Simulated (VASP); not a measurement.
**Al: relaxation of cell and atoms with LDA**

Al:

```
CELL_PARAMETERS angstrom
0.00000 2.02500 2.02500
2.02500 0.00000 2.02500
2.02500 2.02500 0.00000
ATOMIC_POSITIONS crystal
Al 0.00000 0.00000 0.00000
```

```json
{
  "Program": "VASP 6.6.1",
  "Task": "relaxation of cell and atoms",
  "Functional": "LDA",
  "Potentials or basis": "VASP PAW LDA potentials, release 64 (Al)",
  "Cutoff": "600 eV",
  "k mesh": "34 × 34 × 34",
  "Occupations": "gaussian, width 0.1 eV",
  "Spin": "no spin polarisation",
  "Dipole correction": "no",
  "Further INCAR settings": "ALGO = Fast; EDIFF = 1e-07; IBRION = 2; EDIFFG = -0.003; NSW = 80; ISIF = 3"
}
```

```yaml
Relaxed_volume: 15.81 Å³/atom
Relaxed_cell: a = 2.817 Å, b = 2.817 Å, c = 2.817 Å, α = 60.00°, β = 60.00°, γ = 60.00°
Space_group_after_relaxing_to_0.05_Å: Fm-3m (No. 225)
Energy_gained_by_relaxing: 9.6 meV/atom
Ionic_steps: 3
Pressure_after_relaxing: 0.0 GPa
```

Step by step:
| step | energy change (eV) | largest force (eV/Å) | pressure (GPa) | volume (Å³) |
| --- | --- | --- | --- | --- |
| 1 | 0.0000 | 0.0000 | -3.69 | 16.61 |
| 2 | -0.0095 | 0.0000 | 0.56 | 15.71 |
| 3 | -0.0096 | 0.0000 | 0.00 | 15.81 |

Final structure:
```xyz
1
Lattice="0.0000 1.9920 1.9920 1.9920 0.0000 1.9920 1.9920 1.9920 0.0000" Properties=species:S:1:pos:R:3 pbc="T T T"
Al    0.0000    0.0000    0.0000
```

Levels at points of the mesh, in eV from the Fermi level:
```
           k point  band 1  band 2  band 3  band 4  band 5
(0.00, 0.00, 0.00)  -11.42   12.79   12.79   12.79   14.44
(0.50, 0.00, 0.00)   -4.74   -4.47   11.61   11.68   11.68
(0.50, 0.50, 0.00)   -3.02   -1.64    5.29    5.72    5.72
```

Wall time 3.6 min on 1 thread of AMD EPYC 7R43 64-Core Processor (Zen 3), on a shared host, peak memory 0.18 GiB.
